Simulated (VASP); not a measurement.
Set up this calculation in VASP 6.6.1, as the native input.

```
Task                   : single point
Functional             : PBE
Potentials or basis    : VASP PAW PBE potentials, release 64 (Pb_d, Te)
Cutoff                 : 520 eV
k mesh                 : 7 × 7 × 7
Occupations            : fermi-dirac, width 0.05 eV
Spin                   : no spin polarisation
Dipole correction      : no
Further INCAR settings : ALGO = Normal; EDIFF = 1e-07; NBANDS = 17
```

The structure of TePb lies in POSCAR:

```
TePb
1.0
    0.0000000000      3.2310000000      3.2310000000
    3.2310000000      0.0000000000      3.2310000000
    3.2310000000      3.2310000000      0.0000000000
Pb Te
1 1
Direct
    0.0000000000      0.0000000000      0.0000000000
    0.5000000000      0.5000000000      0.5000000000
```

These files were run (other wordings do the same):

INCAR

```
PREC     = Accurate       # precision mode
ENCUT    = 520            # plane-wave cutoff, eV
EDIFF    = 1E-7           # SCF threshold, eV
ISMEAR   = -1             # smearing method
SIGMA    = 0.05           # smearing width, eV
LREAL    = F              # projectors in reciprocal space
LASPH    = T              # aspherical terms in the spheres
NELM     = 80             # most SCF steps
ALGO     = Normal         # electronic algorithm
ISIF     = 2              # what is computed and relaxed
LWAVE    = F              # write WAVECAR
LCHARG   = F              # write CHGCAR
GGA      = PE             # functional
NBANDS   = 17             # bands
```

KPOINTS

```
regular mesh
0
Gamma
  7 7 7
```

Potentials or basis: VASP PAW PBE potentials, release 64 (Pb_d, Te).

Run with:

```console
$ cat potpaw_PBE.64/Pb_d/POTCAR potpaw_PBE.64/Te/POTCAR > POTCAR
$ mpirun -np 1 vasp_std > vasp.out
```

It gave:

```json
{
 "Pressure": "2.1 GPa"
}
```

It took 23 s on 1 thread of Intel(R) Xeon(R) Platinum 8259CL CPU @ 2.50GHz (Skylake/Cascade Lake), on a shared host, peak memory 0.2 GiB.
